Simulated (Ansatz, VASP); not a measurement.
**One calculation of TaAl5B, two programs**

```
Ta Al B
1.0
     5.94912    0.00000    0.00000
     0.00000    5.94912    0.00000
     0.00000    0.00000    4.19753
Ta Al B
1 5 1
Direct
  0.50000 0.50000 0.50000
  0.30060 0.00000 0.50000
  0.69940 0.00000 0.50000
  0.00000 0.30060 0.50000
  0.00000 0.69940 0.50000
  0.00000 0.00000 0.00000
  0.50000 0.50000 0.00000
```

Alike in both runs: functional PBE; k mesh 3 × 3 × 4; occupations gaussian, width 0.2 eV; no spin polarisation.

Ansatz relaxed the structure, and its values are those at the end. VASP's run is a single point on that final structure, the one shown.

```csv
,VASP,Ansatz
version,VASP 6.6.1,Ansatz 0.2.0
potentials or method,"VASP PAW PBE potentials, release 64 (Ta_pv, Al, B), cutoff 500 eV","scalar-relativistic, plane waves, PAW"
valence electrons in the cell,29,31
```

```tsv
	VASP	Ansatz	Ansatz less VASP
gap on the k mesh at the Fermi level (eV)	none	none	-
pressure (GPa)	0.7	0.7	+0.02
rms of the force components (eV/Å)	0.011	0.011	-0.0006
```

A gap of «none» marks a metal or a gap that the smearing closes. VASP's potentials hold 29 valence electrons a cell and Ansatz's 31, so a difference there can come from the potentials and not from the codes.

The k mesh is coarse, so the values compare programs but aren't converged. Neither program's run includes spin-orbit coupling.
